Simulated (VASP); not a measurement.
Crystal: Ni.

```xyz
2
Lattice="0.0000 -1.7716 -1.7716 -3.5433 -1.7716 -1.7716 0.0000 1.7716 -1.7716" Properties=species:S:1:pos:R:3 pbc="T T T"
Ni    0.0000    0.0000    0.0000
Ni   -1.7716    0.0000   -1.7716
```

Base run:

| Quantity | Value |
| --- | --- |
| Program | VASP 6.6.1 |
| Functional | LDA |
| Potentials or basis | VASP PAW LDA potentials, release 64 (Ni) |
| Cutoff | 520 eV |
| k mesh | 12 × 7 × 10 |
| Occupations | gaussian, width 0.1 eV |
| Spin | collinear spin, antiferromagnetic start |
| Starting moments | [1.0, -1.0] μB |

Its results: pressure -21.2 GPa; net moment 0.00 μB per cell.

The run is repeated on the same cell with these changes: spin from collinear spin, antiferromagnetic start to collinear spin, ferromagnetic start; moments at the start from [1.0, -1.0] to [2.0, 2.0]. What comes out?

Pressure -20.2 GPa; net moment 1.23 μB per cell; site moments Ni +0.62 μB.

Caveats: the cell stands under tension; the moments typed at the start vanished in this run (at least some runs).
